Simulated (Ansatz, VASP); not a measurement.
One calculation of SiCl, two programs

INCAR

```
ALGO     = Normal         # electronic algorithm
EDIFF    = 1E-7           # SCF threshold, eV
EDIFFG   = -0.04          # ionic threshold
ENCUT    = 600            # plane-wave cutoff, eV
GGA      = PE             # functional
IBRION   = 2              # ionic algorithm
ISIF     = 3              # what is computed and relaxed
ISMEAR   = 0              # smearing method
LASPH    = True           # aspherical terms in the spheres
LCHARG   = False          # write CHGCAR
LREAL    = False          # projectors in reciprocal space
LWAVE    = False          # write WAVECAR
NELM     = 60             # most SCF steps
NSW      = 90             # ionic steps
PREC     = Accurate       # precision mode
SIGMA    = 0.1            # smearing width, eV
```

File KPOINTS:

```
k-points
0
Gamma
  4 4 4
```

File POSCAR:

```
SiCl
1.0
    0.0000000000      3.5262110624      3.5262110624
    3.5262110624      0.0000000000      3.5262110624
    3.5262110624      3.5262110624      0.0000000000
Si Cl
2 2
Direct
    0.5000000000      0.5000000000      0.5000000000
    0.7500000000      0.7500000000      0.7500000000
    0.0000000000      0.0000000000      0.0000000000
    0.2500000000      0.2500000000      0.2500000000
```

Input for Ansatz:

```yaml
crystal:
  lattice:
    - [0.0, 3.5262110624, 3.5262110624]
    - [3.5262110624, 0.0, 3.5262110624]
    - [3.5262110624, 3.5262110624, 0.0]
  atoms:
    - { symbol: Si, position: [0.5, 0.5, 0.5] }
    - { symbol: Si, position: [0.75, 0.75, 0.75] }
    - { symbol: Cl, position: [0.0, 0.0, 0.0] }
    - { symbol: Cl, position: [0.25, 0.25, 0.25] }
basis:
  ecutwfc: 420
kpoints:
  mp_grid: { grid: [4, 4, 4] }
hamiltonian:
  xc: pbe
scf:
  occupations: { method: gaussian, width: 0.1 }
  lower_state_search: "off"
output:
  forces: true
  stress: true
  eigenvalues: true
relax:
  adjacent_minimum: "off"
  f_tol: 0.04
  max_steps: 70
  cell: { stress_tol: 0.4 }
```

Alike in both runs: task relaxation of cell and atoms; functional PBE; k mesh 4 × 4 × 4; occupations gaussian, width 0.1 eV; no spin polarisation.

```csv
,VASP,Ansatz
version,VASP 6.6.1,Ansatz 0.2.0
potentials or method,"VASP PAW PBE potentials, release 64 (Si, Cl), cutoff 600 eV","scalar-relativistic, plane waves, PAW"
valence electrons in the cell,22,22
```

```csv
,VASP,Ansatz,Ansatz less VASP
"gap on the k mesh at the Fermi level, each at its own relaxed structure (eV)",none,none,-
relaxed volume (Å³/atom),18.57,18.43,-0.141
relaxed cell length with the largest relative difference (Å),4.718,4.707,-0.0119
```

A gap of «none» marks a metal or a gap that the smearing closes.

The k mesh is coarse, so the values compare programs but aren't converged. Noted on VASP's run: the volume moved by over 15 % at a fixed basis, so the end points are rough.
